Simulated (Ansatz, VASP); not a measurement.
## Hf: VASP beside Ansatz

```
Hf
1.0
     3.12093    0.00000    0.00000
    -1.56046    2.70280    0.00000
     0.00000    0.00000    4.93869
Hf
2
Cartesian
  0.0000 1.8019 1.2347
  1.5605 0.9009 3.7040
```

Alike in both runs: functional LDA; k mesh 15 × 15 × 8; occupations gaussian, width 0.1 eV; no spin polarisation.

Ansatz relaxed the structure, and its values are those at the end. VASP's run is a single point on that final structure, the one shown.

|  | VASP | Ansatz |
| --- | --- | --- |
| version | VASP 6.6.1 | Ansatz 0.2.0 |
| potentials or method | VASP PAW LDA potentials, release 64 (Hf_pv), cutoff 500 eV | scalar-relativistic, plane waves, PAW |
| valence electrons in the cell | 20 | 52 |

```tsv
	VASP	Ansatz	Ansatz less VASP
gap on the k mesh at the Fermi level (eV)	none	none	-
pressure (GPa)	0.1	0.0	-0.08
```

Ansatz warns that its potentials were made for another functional, while VASP's fit it. LDA's correlation is that of Perdew and Zunger in VASP and of Perdew and Wang (1992) in Ansatz. A gap of «none» marks a metal or a gap that the smearing closes. VASP's potentials hold 20 valence electrons a cell and Ansatz's 52, so a difference there can come from the potentials and not from the codes.

Spin-orbit coupling is off throughout.
